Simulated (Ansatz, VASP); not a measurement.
## Two plane-wave programs on Si3B

```
Si B
1.0
     3.68371    0.00000    0.00000
     0.00000    3.68371    0.00000
     0.00000    0.00000    3.68371
Si B
3 1
Cartesian
  0.0000 1.8419 1.8419
  1.8419 0.0000 1.8419
  1.8419 1.8419 0.0000
  0.0000 0.0000 0.0000
```

Alike in both runs: task single point; functional r2SCAN; k mesh 6 × 6 × 6; occupations gaussian, width 0.1 eV; no spin polarisation.

|  | VASP | Ansatz |
| --- | --- | --- |
| version | VASP 6.6.1 | Ansatz 0.2.0 |
| potentials or method | VASP PAW PBE potentials, release 64 (Si, B), cutoff 520 eV | scalar-relativistic, plane waves, PAW |
| valence electrons in the cell | 15 | 15 |

|  | VASP | Ansatz | Ansatz less VASP |
| --- | --- | --- | --- |
| gap on the k mesh at the Fermi level (eV) | none | none | - |
| pressure (GPa) | -6.1 | -6.1 | -0.05 |

VASP's potentials were made for PBE, not for r2SCAN. A gap of «none» marks a metal or a gap that the smearing closes. The functional is the same, so the differences come from potentials, cutoffs and numerics.
